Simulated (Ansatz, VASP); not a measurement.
# InP: VASP beside Ansatz

The input POSCAR:

```
InP
1.0
    0.0000000000      2.9305000000      2.9305000000
    2.9305000000      0.0000000000      2.9305000000
    2.9305000000      2.9305000000      0.0000000000
In P
1 1
Direct
    0.0000000000      0.0000000000      0.0000000000
    0.7500000000      0.7500000000      0.7500000000
```

INCAR.step1

```
SYSTEM = InP
  ALGO = Normal
  EDIFF = 1E-5
  ENCUT = 520
  GGA = PE
  ISIF = 2
  ISMEAR = -1
  LASPH = .TRUE.
  LREAL = .FALSE.
  LWAVE = .TRUE.
  NBANDS = 16
  NELM = 80
  PREC = Accurate
  SIGMA = 0.05
```

Contents of INCAR.step2:

```
SYSTEM = InP
  AEXX = 0.25
  ALGO = Normal
  EDIFF = 1E-7
  ENCUT = 520
  ISIF = 2
  ISMEAR = -1
  ISTART = 1
  LASPH = .TRUE.
  LCHARG = .TRUE.
  LELF = .TRUE.
  LHFCALC = .TRUE.
  LMIXTAU = .TRUE.
  LREAL = .FALSE.
  LVHAR = .TRUE.
  LWAVE = .FALSE.
  METAGGA = R2SCAN
  NBANDS = 16
  NELM = 80
  PREC = Accurate
  PRECFOCK = Normal
  SIGMA = 0.05
```

File KPOINTS:

```
k-points
0
G
  4 4 4
  0 0 0
```

input.yaml

```yaml
crystal:
  lattice:
    - [0.0, 2.9305, 2.9305]
    - [2.9305, 0.0, 2.9305]
    - [2.9305, 2.9305, 0.0]
  atoms:
    - { symbol: In, position: [0.0, 0.0, 0.0] }
    - { symbol: P, position: [0.75, 0.75, 0.75] }
hamiltonian:
  xc: r2scan0
  pseudopotentials: { kind: paw }
kpoints:
  mp_grid: { grid: [4, 4, 4] }
  band_path:
    path:
      - [[0.0, 0.0, 0.0], [0.5, 0.0, 0.5], [0.5, 0.25, 0.75], [0.375, 0.375, 0.75], [0.0, 0.0, 0.0], [0.5, 0.5, 0.5], [0.625, 0.25, 0.625], [0.5, 0.25, 0.75], [0.5, 0.5, 0.5], [0.375, 0.375, 0.75]]
      - [[0.625, 0.25, 0.625], [0.5, 0.0, 0.5]]
    npoints: 4
scf:
  occupations: { method: fermi_dirac, width: 0.05 }
  n_extra_bands: 6
output:
  forces: true
  stress: true
  eigenvalues: true
  fatbands: false
```

Alike in both runs: functional r2SCAN0; k mesh 4 × 4 × 4; occupations fermi-dirac, width 0.05 eV; no spin polarisation.

```csv
,VASP,Ansatz
version,VASP 6.6.1,Ansatz 0.2.0
potentials or method,"VASP PAW PBE potentials, release 64 (In_d, P)",Ansatz PAW
plane-wave cutoff (eV),520,500
valence electrons in the cell,18,18
task,single point,band structure
```

```tsv
	VASP	Ansatz	Ansatz less VASP
gap on the k mesh at the Fermi level (eV)	2.51	2.45	-0.059
least direct gap on the mesh (eV)	2.51	2.45	-0.059
pressure (GPa)	0.4	0.7	+0.23
```

VASP's potentials were made for PBE, not for r2SCAN0. With one functional, cell and mesh, what is left measures potentials, basis and numerics.

The k mesh is coarse, so the values compare programs but aren't converged.
